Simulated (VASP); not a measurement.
Wanted: the native input for a VASP 6.6.1 run.

| Item | Value |
| --- | --- |
| Task | single point |
| Functional | PBE |
| Dispersion | D3(BJ) |
| Potentials or basis | VASP PAW PBE potentials, release 64 (B, N) |
| Cutoff | 520 eV |
| k mesh | 10 × 10 × 1 |
| Occupations | gaussian, width 0.02 eV |
| Spin | no spin polarisation |
| Dipole correction | yes |
| Further INCAR settings | ALGO = Normal; EDIFF = 1e-06; NBANDS = 11 |

The structure of BN lies in POSCAR:

```
BN
1.0
    2.5087542200      0.0015088312      0.0000000000
    1.2531178371      2.2820405124      0.0000000000
    0.0000000000      0.0000000000     26.0000000000
B N
1 1
Direct
    0.5009252163      0.4981046917      0.5000000000
    0.8323747937      0.8351953183      0.5000000000
```

This cell differs from its parent crystal: strain along y +0.050, then relaxed in part.

The input as run:

INCAR

```
  PREC = Accurate
  ENCUT = 520
  EDIFF = 1E-6
  ISMEAR = 0
  SIGMA = 0.02
  LREAL = False
  LASPH = True
  NELM = 80
  ALGO = Normal
  ISIF = 2
  LWAVE = False
  LCHARG = True
  LDIPOL = True
  IDIPOL = 3
  DIPOL = 0.5 0.5 0.500
  GGA = PE
  IVDW = 12
  LELF = True
  LVHAR = True
  LVACPOTAV = True
  NBANDS = 11
```

KPOINTS

```
regular mesh
0
Gamma
  10 10 1
```

Potentials or basis: VASP PAW PBE potentials, release 64 (B, N).

Run with:

```console
$ cat potpaw_PBE.64/B/POTCAR potpaw_PBE.64/N/POTCAR > POTCAR
$ mpirun -np 1 vasp_std > vasp.out
```

Results of the run:

```yaml
Largest_force: 0.004 eV/Å
Band_gap_on_the_k_mesh: 4.56 eV, indirect (least direct gap 4.67 eV)
Dispersion_energy_per_atom: -0.073 eV
```

Caveat: the cell differs from its parent crystal (strain along y +0.050, then relaxed in part).

Run time: 2.3 min on 1 thread of AMD EPYC 7R43 64-Core Processor (Zen 3), with other jobs on the host, peak memory 0.28 GiB.
